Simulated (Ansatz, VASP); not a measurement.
**Two plane-wave programs on ZnO**

Contents of POSCAR:

```
ZnO
1.0
    3.2461410657      0.0000000000      0.0000000000
   -1.6230705328      2.8112406272      0.0000000000
    0.0000000000      0.0000000000      5.1592006657
Zn O
2 2
Direct
    0.3333333333      0.6666666667     -0.0007619429
    0.6666666667      0.3333333333      0.4992380571
    0.3333333333      0.6666666667      0.3827619429
    0.6666666667      0.3333333333      0.8827619429
```

The input INCAR.step1:

```
  PREC = Accurate
  ENCUT = 580
  ISMEAR = 0
  SIGMA = 0.02
  LREAL = F
  LASPH = T
  NELM = 120
  GGA = PE
  ALGO = Normal
  EDIFF = 1E-5
  LWAVE = T
  LCHARG = F
  GGA_COMPAT = F
  IBRION = 2
  EDIFFG = -0.01
  NELMIN = 4
  NSW = 100
```

The input INCAR.step2:

```
  PREC = Accurate
  ENCUT = 580
  EDIFF = 1E-7
  ISMEAR = 0
  SIGMA = 0.02
  LREAL = F
  LASPH = T
  NELM = 120
  ALGO = Normal
  ISIF = 2
  LWAVE = F
  LCHARG = F
  METAGGA = R2SCAN
  LMIXTAU = T
  IBRION = 2
  NSW = 60
  EDIFFG = -0.002
  ISTART = 1
  GGA_COMPAT = F
  NELMIN = 4
```

Contents of KPOINTS:

```
regular mesh
0
Gamma
  9 9 6
```

Input for Ansatz:

```yaml
crystal:
  lattice:
    - [3.2461410657, 0.0, 0.0]
    - [-1.6230705328, 2.8112406272, 0.0]
    - [0.0, 0.0, 5.1592006657]
  atoms:
    - { symbol: Zn, position: [0.3333333333, 0.6666666667, -0.0007619429] }
    - { symbol: Zn, position: [0.6666666667, 0.3333333333, 0.4992380571] }
    - { symbol: O, position: [0.3333333333, 0.6666666667, 0.3827619429] }
    - { symbol: O, position: [0.6666666667, 0.3333333333, 0.8827619429] }
basis:
  ecutwfc: 500
kpoints:
  mp_grid: { grid: [9, 9, 6] }
hamiltonian:
  xc: r2scan
  pseudopotentials: { kind: paw, azcp: { folder: soft_1 } }
scf:
  occupations: { method: gaussian, width: 0.02 }
output:
  forces: true
  stress: true
  eigenvalues: true
relax:
  adjacent_minimum: "off"
  f_tol: 0.002
  max_steps: 40
```

Change from the starting cell: strained cell.

Alike in both runs: task relaxation of the atoms; functional r2SCAN; k mesh 9 × 9 × 6; occupations gaussian, width 0.02 eV; no spin polarisation.

|  | VASP | Ansatz |
| --- | --- | --- |
| version | VASP 6.6.1 | Ansatz 0.2.0 |
| potentials or method | VASP PAW PBE potentials, release 64 (Zn, O), cutoff 580 eV | scalar-relativistic, plane waves, PAW |
| valence electrons in the cell | 36 | 36 |

```csv
,VASP,Ansatz,Ansatz less VASP
"gap on the k mesh at the Fermi level, each at its own relaxed structure (eV)",1.26,1.25,0.000
```

VASP's potentials were made for PBE, not for r2SCAN. Ansatz's warnings: stress scf threshold loose.
